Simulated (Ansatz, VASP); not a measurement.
# One calculation of WC4, two programs

```
CELL_PARAMETERS angstrom
3.41271 0.00000 0.00000
0.00000 3.41271 0.00000
0.00000 0.00000 3.41271
ATOMIC_POSITIONS crystal
W 0.50000 0.50000 0.50000
C 0.50000 0.00000 0.00000
C 0.00000 0.50000 0.00000
C 0.00000 0.00000 0.50000
C 0.00000 0.00000 0.00000
```

Alike in both runs: task relaxation of cell and atoms; functional PBE; k mesh 12 × 12 × 12; occupations gaussian, width 0.1 eV; no spin polarisation.

|  | VASP | Ansatz |
| --- | --- | --- |
| version | VASP 6.6.1 | Ansatz 0.2.0 |
| potentials or method | VASP PAW PBE potentials, release 64 (W_sv, C), cutoff 600 eV | scalar-relativistic, plane waves, PAW |
| valence electrons in the cell | 30 | 30 |

Ansatz gave:

| Property | Result |
| --- | --- |
| gap on the k mesh at the Fermi level, each at its own relaxed structure (eV) | none |
| relaxed volume (Å³/atom) | 7.98 |
| relaxed length of the cell vector where the two differ most in proportion (Å) | 3.417 |

Question: Which values does VASP return?

Answer: gap on the k mesh at the Fermi level, each at its own relaxed structure (eV): none; relaxed volume (Å³/atom): 7.99; relaxed length of the cell vector where the two differ most in proportion (Å): 3.419.

A gap of «none» marks a metal or a gap that the smearing closes.

Spin-orbit coupling is off throughout.
